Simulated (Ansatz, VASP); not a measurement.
**One calculation of Y, two programs**

```xyz
1
Lattice="0.0000 2.5520 2.5520 2.5520 0.0000 2.5520 2.5520 2.5520 0.0000" Properties=species:S:1:pos:R:3 pbc="T T T"
Y     0.0000    0.0000    0.0000
```

Alike in both runs: task single point; functional RPBE; k mesh 9 × 9 × 9; occupations gaussian, width 0.05 eV; no spin polarisation.

|  | VASP | Ansatz |
| --- | --- | --- |
| version | VASP 6.6.1 | Ansatz 0.2.0 |
| potentials or method | VASP PAW PBE potentials, release 64 (Y_sv), cutoff 520 eV | all-electron LAPW, scalar-relativistic |

|  | VASP | Ansatz | Ansatz less VASP |
| --- | --- | --- | --- |
| gap on the k mesh at the Fermi level (eV) | none | none | - |
| pressure (GPa) | 0.7 | 0.7 | +0.05 |

VASP's potentials were made for PBE, not for RPBE. A gap of «none» marks a metal or a gap that the smearing closes. Ansatz ran all-electron here, and VASP with PAW potentials.
